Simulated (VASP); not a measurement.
# HPd12F in VASP: single point with PBE+D3(BJ)

Aim: the single point of HPd12F with PBE+D3(BJ).

Program: VASP 6.6.1. These are calculated values, not measurements. Logs are shortened: lines on timing, memory, paths and dates and some standing lists are left out, and cuts for length are marked.

## (1) The cell of the first run

The cell holds a slab with vacuum, 14 atoms: a = 5.500 Å, b = 5.500 Å, c = 23.421 Å, α = 90.00°, β = 90.00°, γ = 120.00°.

## (2) Single point, PBE+D3(BJ)

Contents of INCAR:

```
PREC     = Accurate       # precision mode
ENCUT    = 520            # plane-wave cutoff, eV
EDIFF    = 1E-7           # SCF threshold, eV
ISMEAR   = 0              # smearing method
SIGMA    = 0.1            # smearing width, eV
LREAL    = F              # projectors in reciprocal space
LASPH    = T              # aspherical terms in the spheres
NELM     = 100            # most SCF steps
ALGO     = Normal         # electronic algorithm
ISIF     = 2              # what is computed and relaxed
LWAVE    = F              # write WAVECAR
LCHARG   = F              # write CHGCAR
LDIPOL   = T            
IDIPOL   = 3            
DIPOL    = 0.5 0.5 0.475
GGA      = PE             # functional
IVDW     = 12             # dispersion correction
NBANDS   = 77             # bands
```

Contents of KPOINTS:

```
Automatic mesh
0
Gamma
  4 4 1
```

Contents of POSCAR:

```
HPd12F
1.0
    5.5001966168      0.0000000000      0.0000000000
   -2.7500983084      4.7633099959      0.0000000000
    0.0000000000      0.0000000000     23.4209917320
Pd F H
12 1 1
Direct
    0.3333333333      0.1666666667      0.3415739219
    0.3333333333      0.6666666667      0.3415739219
    0.8333333333      0.1666666667      0.3415739219
    0.8333333333      0.6666666667      0.3415739219
    0.6666931397      0.3333465698      0.4391364422
    0.6666666667      0.8333333333      0.4391112419
    0.1666534302      0.3333465698      0.4391364422
    0.1666534302      0.8333068603      0.4391364422
    0.0000000000      0.5000000000      0.5367054851
    0.0001755049      0.0000877524      0.5366347203
    0.4999122476      0.4998244951      0.5366347203
    0.4999122476      0.0000877524      0.5366347203
    0.6666666667      0.8333333333      0.6680763804
    0.6666666667      0.8333333333      0.7078530605
```

Potentials or basis: VASP PAW PBE potentials, release 64 (Pd, F, H).

Run with:

```sh
> cat potpaw_PBE.64/Pd/POTCAR potpaw_PBE.64/F/POTCAR potpaw_PBE.64/H/POTCAR > POTCAR
> mpirun -np 1 vasp_std > vasp.out
```

OUTCAR:

```text
PREC = Accurate
   ENCUT = 520
   EDIFF = 1E-7
   ISMEAR = 0
   LREAL = F
   LASPH = T
   NELM = 100
   ISIF = 2
   GGA = PE
   IVDW = 12
 IVDW          = 12

 ion  position               nearest neighbor table
   1  0.333  0.167  0.342-   2 2.75   4 2.75   2 2.75   4 2.75   3 2.75   3 2.75   7 2.78   8 2.78
                             5 2.78
   2  0.333  0.667  0.342-   1 2.75   3 2.75   1 2.75   3 2.75   4 2.75   4 2.75   6 2.78   8 2.78
                             7 2.78
   3  0.833  0.167  0.342-   2 2.75   4 2.75   4 2.75   2 2.75   1 2.75   1 2.75   6 2.78   5 2.78
                             7 2.78
   4  0.833  0.667  0.342-   1 2.75   3 2.75   3 2.75   1 2.75   2 2.75   2 2.75   6 2.78   5 2.78
                             8 2.78
   5  0.667  0.333  0.439-   8 2.75   7 2.75   6 2.75   6 2.75   8 2.75   7 2.75  12 2.78  11 2.78
                             3 2.78   4 2.78   9 2.78   1 2.78
   6  0.667  0.833  0.439-   5 2.75   7 2.75   7 2.75   5 2.75   8 2.75   8 2.75   4 2.78   3 2.78
                             2 2.78  11 2.78  10 2.78  12 2.78
   7  0.167  0.333  0.439-   8 2.75   5 2.75   6 2.75   6 2.75   8 2.75   5 2.75  10 2.78  11 2.78
                             2 2.78   3 2.78   9 2.78   1 2.78
   8  0.167  0.833  0.439-   5 2.75   7 2.75   6 2.75   6 2.75   7 2.75   5 2.75  10 2.78  12 2.78
                             2 2.78   4 2.78   9 2.78   1 2.78
   9  0.000  0.500  0.537-  10 2.75  11 2.75  12 2.75  12 2.75  10 2.75  11 2.75   8 2.78   5 2.78
                             7 2.78
  10  0.000  0.000  0.537-  11 2.75  12 2.75   9 2.75   9 2.75  11 2.75  12 2.75   7 2.78   8 2.78
                             6 2.78
  11  0.500  0.500  0.537-  10 2.75  12 2.75   9 2.75   9 2.75  12 2.75  10 2.75   5 2.78   7 2.78
                             6 2.78
  12  0.500  0.000  0.537-  11 2.75  10 2.75   9 2.75   9 2.75  11 2.75  10 2.75   5 2.78   8 2.78
                             6 2.78
  13  0.667  0.833  0.668-  14 0.93
  14  0.667  0.833  0.708-  13 0.93

  LATTYP: Found a hexagonal cell.
 ALAT       =     5.5001966168
 C/A-ratio  =     4.2582099084

  Lattice vectors:

 A1 = (   5.5001966168,   0.0000000000,   0.0000000000)
 A2 = (  -2.7500983084,   4.7633099959,   0.0000000000)
 A3 = (   0.0000000000,   0.0000000000,  23.4209917320)

Analysis of symmetry for initial positions (statically):
=====================================================================
 Subroutine PRICEL returns:
 Original cell was already a primitive cell.

 Routine SETGRP: Setting up the symmetry group for a
 hexagonal supercell.

 Subroutine GETGRP returns: Found  6 space group operations
 (whereof  2 operations were pure point group operations)
 out of a pool of 24 trial point group operations.

The static configuration has the point symmetry C_1h.
 The point group associated with its full space group is C_3v.

Analysis of symmetry for dynamics (positions and initial velocities):
=====================================================================
 Subroutine PRICEL returns:
 Original cell was already a primitive cell.

 Routine SETGRP: Setting up the symmetry group for a
 hexagonal supercell.

 Subroutine GETGRP returns: Found  6 space group operations
 (whereof  2 operations were pure point group operations)
 out of a pool of 24 trial point group operations.

The dynamic configuration has the point symmetry C_1h.
 The point group associated with its full space group is C_3v.

 Subroutine INISYM returns: Found  6 space group operations
 (whereof  2 operations are pure point group operations),
 and found     1 'primitive' translations

----------------------------------------------------------------------------------------

                                     Primitive cell

  volume of cell :     613.6099

  direct lattice vectors                    reciprocal lattice vectors
     5.500196617  0.000000000  0.000000000     0.181811682  0.104969024  0.000000000
    -2.750098308  4.763309996  0.000000000     0.000000000  0.209938047  0.000000000
     0.000000000  0.000000000 23.420991732     0.000000000  0.000000000  0.042696740

  length of vectors
     5.500196617  5.500196617 23.420991732     0.209938047  0.209938047  0.042696740

  position of ions in fractional coordinates (direct lattice)
     0.333333333  0.166666667  0.341573922
     0.333333333  0.666666667  0.341573922
     0.833333333  0.166666667  0.341573922
     0.833333333  0.666666667  0.341573922
     0.666693140  0.333346570  0.439136442
     0.666666667  0.833333333  0.439111242
     0.166653430  0.333346570  0.439136442
     0.166653430  0.833306860  0.439136442
     1.000000000  0.500000000  0.536705485
     0.000175505  0.000087752  0.536634720
     0.499912248  0.499824495  0.536634720
     0.499912248  0.000087752  0.536634720
     0.666666667  0.833333333  0.668076380
     0.666666667  0.833333333  0.707853060

  ion indices of the primitive-cell ions
   primitive index   ion index
                 1           1
                 2           2
                 3           3
                 4           4
                 5           5
                 6           6
                 7           7
                 8           8
                 9           9
                10          10
                11          11
                12          12
                13          13
                14          14

----------------------------------------------------------------------------------------

 KPOINTS: Automatic mesh

Automatic generation of k-mesh.
 Grid dimensions read from file:
 generate k-points for:    4    4    1

 Generating k-lattice:

  Cartesian coordinates                     Fractional coordinates (reciprocal lattice)
     0.045452921  0.026242256  0.000000000     0.250000000 -0.000000000  0.000000000
     0.000000000  0.052484512  0.000000000     0.000000000  0.250000000  0.000000000
     0.000000000  0.000000000  0.042696740     0.000000000  0.000000000  1.000000000

  Length of vectors
     0.052484512  0.052484512  0.042696740

  Shift w.r.t. Gamma in fractional coordinates (k-lattice)
     0.000000000  0.000000000  0.000000000

 Subroutine IBZKPT returns following result:
 ===========================================

 Found      4 irreducible k-points:

 Following reciprocal coordinates:
            Coordinates               Weight
  0.000000  0.000000  0.000000      1.000000
  0.250000 -0.000000  0.000000      6.000000
  0.500000 -0.000000  0.000000      3.000000
  0.250000  0.250000  0.000000      6.000000
   k-points           NKPTS =      4   k-points in BZ     NKDIM =      4   number of bands    NBANDS=     77
   number of dos      NEDOS =    301   number of ions     NIONS =     14
   total plane-waves  NPLWV = 317520
   dimension x,y,z NGX =    42 NGY =   42 NGZ =  180
   dimension x,y,z NGXF=    84 NGYF=   84 NGZF=  360
   ions per type =              12   1   1
   NGX,Y,Z   is equivalent  to a cutoff of  12.69, 12.69, 12.78 a.u.
   NGXF,Y,Z  is equivalent  to a cutoff of  25.39, 25.39, 25.55 a.u.
 SYSTEM =  unknown system
   PREC   = accura    normal or accurate (medium, high low for compatibility)
   ISTART =      0    job   : 0-new  1-cont  2-samecut
   ICHARG =      2    charge: 1-file 2-atom 10-const
   ISPIN  =      1    spin polarized calculation?
   LNONCOLLINEAR =      F non collinear calculations
   LSORBIT =      F    spin-orbit coupling
   LASPH  =      T    aspherical Exc in radial PAW
   ENCUT  =  520.0 eV  38.22 Ry    6.18 a.u.  10.23 10.23 43.55*2*pi/ulx,y,z
   NELM   =    100;   NELMIN=  2; NELMDL= -5     # of ELM steps
   EDIFF  = 0.1E-06   stopping-criterion for ELM
   LREAL  =      F    real-space projection
   EDIFFG = 0.1E-05   stopping-criterion for IOM
   NSW    =      0    number of steps for IOM
   IBRION =     -1    ionic relax: 0-MD 1-quasi-New 2-CG
   NFREE  =      0    steps in history (QN), initial steepest desc. (CG)
   ISIF   =      2    stress and relaxation
   ISYM   =      2    0-nonsym 1-usesym 2-fastsym
   POTIM  = 0.5000    time-step for ionic-motion
   TEBEG  =    0.0;   TEEND  =   0.0 temperature during run
   PSTRESS=    0.0 pullay stress
   NELECT =     128.0000    total number of electrons
   NUPDOWN=      -1.0000    fix difference up-down
   EMIN   =  10.00;   EMAX   =-10.00  energy-range for DOS
   EFERMI =   0.00;   METHOD = LEGACY
   ISMEAR =     0;   SIGMA  =   0.10  broadening in eV -4-tet -1-fermi 0-gaus
   EFERMI_NEDOS =   21; number of points for ismear=-14 and -15
   IALGO  =     38    algorithm
   IMIX   =      4    mixing-type and parameters
     AMIX     =   0.40;   BMIX     =  1.00
     AMIX_MAG =   1.60;   BMIX_MAG =  1.00
  volume/ion in A,a.u.               =      43.83       295.77
  Fermi-wavevector in a.u.,A,eV,Ry     =   0.970914  1.834761 12.825855  0.942674
  Thomas-Fermi vector in A             =   2.101088
   LORBIT       =      0    0 simple, 1 ext, 2 COOP (PROOUT), +10 PAW based schemes
   GGA     = PE    functional components
   LHFCALC =     F    Hartree Fock is set to
   AEXX    =    0.0000 exact exchange contribution
   IVDW    =    12    specifies the selected vdW correction
   LEPSILON=     F    determine dielectric tensor
   LRPA    =     F    only Hartree local field effects (RPA)
 non-spin polarized calculation
 Gauss-broadening in eV      SIGMA  =   0.10
  energy-cutoff  :      520.00
  volume of cell :      613.61
 maximum number of plane-waves:     16580
 NGX is ok and might be reduce to    42
   NGX = 21   NGY = 21   NGZ = 87

 dipolmoment           0.000000      0.000000      0.014692 electrons x Angstroem

 number of electron     128.0000000 magnetization

 dipolmoment           0.000000      0.000000     -0.350674 electrons x Angstroem

 Free energy of the ion-electron system (eV)
  ---------------------------------------------------
  ext. energy  EPLUGINS =         0.00000000
  ---------------------------------------------------
  free energy    TOTEN  =       -65.98508516 eV

  energy without entropy =      -65.84115695  energy(sigma->0) =      -65.91312106

 E-fermi :  -0.1845     XC(G=0):  -4.9004

 val. band max:       -0.2306308020   @ k =   0.5000  -0.0000   0.0000
 cond. band min:      -0.1472564246   @ k =   0.2500  -0.0000   0.0000
 fundamental gap:      0.0833743773
 Fermi energy:        -0.1844534964

 k-point     1 :       0.0000    0.0000    0.0000
  band No.  band energies     occupation
      1     -26.0511      2.00000
      2      -9.3715      2.00000
      3      -6.4522      2.00000
      4      -5.5577      2.00000
      5      -5.5577      2.00000
      6      -5.1404      2.00000
[... 68 lines left out ...]
     75       3.4039      0.00000
     76       3.6531      0.00000

 k-point     2 :       0.2500   -0.0000    0.0000
  band No.  band energies     occupation
      1     -26.0511      2.00000
      2      -9.3704      2.00000
      3      -5.9739      2.00000
      4      -5.5677      2.00000
      5      -5.5598      2.00000
      6      -4.9002      2.00000
[... 68 lines left out ...]
     75       3.2893      0.00000
     76       3.7747      0.00000

 k-point     3 :       0.5000   -0.0000    0.0000
  band No.  band energies     occupation
      1     -26.0512      2.00000
      2      -9.3693      2.00000
      3      -5.5794      2.00000
      4      -5.5619      2.00000
      5      -4.9982      2.00000
      6      -4.9974      2.00000
[... 68 lines left out ...]
     75       3.5150      0.00000
     76       4.1554      0.00000

 k-point     4 :       0.2500    0.2500    0.0000
  band No.  band energies     occupation
      1     -26.0511      2.00000
      2      -9.3693      2.00000
      3      -5.5752      2.00000
      4      -5.5661      2.00000
      5      -5.1679      2.00000
      6      -4.4792      2.00000
[... 68 lines left out ...]
     75       4.1539      0.00000
     76       4.5758      0.00000
 [bands above 76 left out]

------------------------ aborting loop because EDIFF is reached ----------------------------------------

 vacuum level on the upper side and lower side of the slab       (xc-potential included)        -1.218         1.147

 Edisp (eV)   -5.41255

 E8    (eV) :    -2.4875

  FORCE on cell =-STRESS in cart. coord.  units (eV):
  Direction    XX          YY          ZZ          XY          YZ          ZX
  --------------------------------------------------------------------------------------
  -------------------------------------------------------------------------------------
  Total      -9.04124    -9.04124    -0.16582    -0.00000     0.00000     0.00000
  in kB     -23.60729   -23.60729    -0.43298    -0.00000     0.00000     0.00000
  external pressure =      -15.88 kB  Pullay stress =        0.00 kB

 VOLUME and BASIS-vectors are now :
 -----------------------------------------------------------------------------
  energy-cutoff  :      520.00
  volume of cell :      613.61
      direct lattice vectors                 reciprocal lattice vectors
     5.500196617  0.000000000  0.000000000     0.181811682  0.104969024  0.000000000
    -2.750098308  4.763309996  0.000000000     0.000000000  0.209938047  0.000000000
     0.000000000  0.000000000 23.420991732     0.000000000  0.000000000  0.042696740

 POSITION                                       TOTAL-FORCE (eV/Angst)
 -----------------------------------------------------------------------------------
      1.37505      0.79388      8.00000         0.000000      0.000000      0.018824
     -0.00000      3.17554      8.00000        -0.003264     -0.001885      0.017557
      4.12515      0.79388      8.00000        -0.000000      0.003769      0.017557
      2.75010      3.17554      8.00000         0.003264     -0.001885      0.017557
      2.75021      1.58783     10.28501         0.000449      0.000259     -0.002647
      1.37505      3.96942     10.28442         0.000000      0.000000     -0.003670
     -0.00011      1.58783     10.28501        -0.000449      0.000259     -0.002647
     -1.37505      3.96930     10.28501         0.000000     -0.000518     -0.002647
     -1.37505      2.38165     12.57017         0.000000      0.000000     -0.016559
      0.00072      0.00042     12.56852         0.000080      0.000046     -0.014108
      1.37505      2.38082     12.56852         0.000000     -0.000092     -0.014108
      2.74937      0.00042     12.56852        -0.000080      0.000046     -0.014108
      1.37505      3.96942     15.64701         0.000000      0.000000     -0.330738
      1.37505      3.96942     16.57862         0.000000      0.000000      0.329737
 -----------------------------------------------------------------------------------
    total drift:                               -0.000000     -0.000001     -0.003006

  FREE ENERGIE OF THE ION-ELECTRON SYSTEM (eV)
  ---------------------------------------------------
  free  energy   TOTEN  =       -71.3976386236 eV

  energy  without entropy=      -71.2537104143  energy(sigma->0) =      -71.32567452

 vacuum level on the upper side and lower side of the slab         2.709         5.130
```

It took 7.2 min on 1 thread of Intel Xeon 6975P-C (Granite Rapids), shared host; peak memory 0.74 GiB.

What came out:

```
Free energy                : -71.3976 eV
Largest force              : 0.331 eV/Å
Band gap on the k mesh     : zero (bands 64 and 65 overlap by 0.44 eV)
Dispersion energy per atom : -0.387 eV
```

Forces in eV/Å, atoms in the order of the input:
```
Pd   0.000  0.000  0.019
Pd  -0.003 -0.002  0.018
Pd   0.000  0.004  0.018
Pd   0.003 -0.002  0.018
Pd   0.000  0.000 -0.003
Pd   0.000  0.000 -0.004
Pd   0.000  0.000 -0.003
Pd   0.000 -0.001 -0.003
Pd   0.000  0.000 -0.017
Pd   0.000  0.000 -0.014
Pd   0.000  0.000 -0.014
Pd   0.000  0.000 -0.014
F    0.000  0.000 -0.331
H    0.000  0.000  0.330
```
